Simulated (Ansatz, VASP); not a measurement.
## One calculation of BiTe, two programs

POSCAR

```
BiTe
1.0
    0.0000000000      3.2350000000      3.2350000000
    3.2350000000      0.0000000000      3.2350000000
    3.2350000000      3.2350000000      0.0000000000
Bi Te
1 1
Direct
    0.0000000000      0.0000000000      0.0000000000
    0.5000000000      0.5000000000      0.5000000000
```

INCAR.step1

```
SYSTEM = BiTe
PREC = Accurate
ENCUT = 520
EDIFF = 1E-5
ISMEAR = -1
SIGMA = 0.05
LREAL = .False.
LASPH = .True.
NELM = 80
ALGO = Normal
ISIF = 2
LWAVE = .True.
LCHARG = .False.
NBANDS = 18
GGA = PE
```

The input INCAR.step2:

```
SYSTEM = BiTe
PREC = Accurate
ENCUT = 520
EDIFF = 1E-6
ISMEAR = -1
SIGMA = 0.05
LREAL = .False.
LASPH = .True.
NELM = 80
ALGO = Normal
ISIF = 2
LWAVE = .False.
LCHARG = .False.
METAGGA = R2SCAN
LHFCALC = .True.
AEXX = 0.25
LMIXTAU = .True.
PRECFOCK = Normal
NBANDS = 18
ISTART = 1
```

The input KPOINTS:

```
Automatic mesh
0
Gamma
  4 4 4
  0 0 0
```

File input:

```
crystal:
  lattice:
    - [0.0, 3.235, 3.235]
    - [3.235, 0.0, 3.235]
    - [3.235, 3.235, 0.0]
  atoms:
    - { symbol: Bi, position: [0.0, 0.0, 0.0] }
    - { symbol: Te, position: [0.5, 0.5, 0.5] }
hamiltonian:
  xc: r2scan0
  pseudopotentials: { kind: paw }
kpoints:
  mp_grid: { grid: [4, 4, 4] }
scf:
  occupations: { method: fermi_dirac, width: 0.05 }
output:
  forces: true
  stress: true
  eigenvalues: true
  write_density: true
  write_potential: true
  elf: true
  volumetric_format: npy
```

Alike in both runs: task single point; functional r2SCAN0; k mesh 4 × 4 × 4; occupations fermi-dirac, width 0.05 eV; no spin polarisation.

```csv
,VASP,Ansatz
version,VASP 6.6.1,Ansatz 0.2.0
potentials or method,"VASP PAW PBE potentials, release 64 (Bi_d, Te)",Ansatz PAW
plane-wave cutoff (eV),520,500
valence electrons in the cell,21,31
```

Ansatz gave:

```
gap on the k mesh at the Fermi level (eV) : none
pressure (GPa)                            : -1.7
```

Problem. Estimate VASP's values.

Solution. gap on the k mesh at the Fermi level (eV): none; pressure (GPa): -2.1.

VASP's potentials were made for PBE, not for r2SCAN0. A gap of «none» marks a metal or a gap that the smearing closes. VASP's potentials hold 21 valence electrons a cell and Ansatz's 31, so a difference there can come from the potentials and not from the codes.

The k mesh is coarse, so the values compare programs but aren't converged. Neither program's run includes spin-orbit coupling.
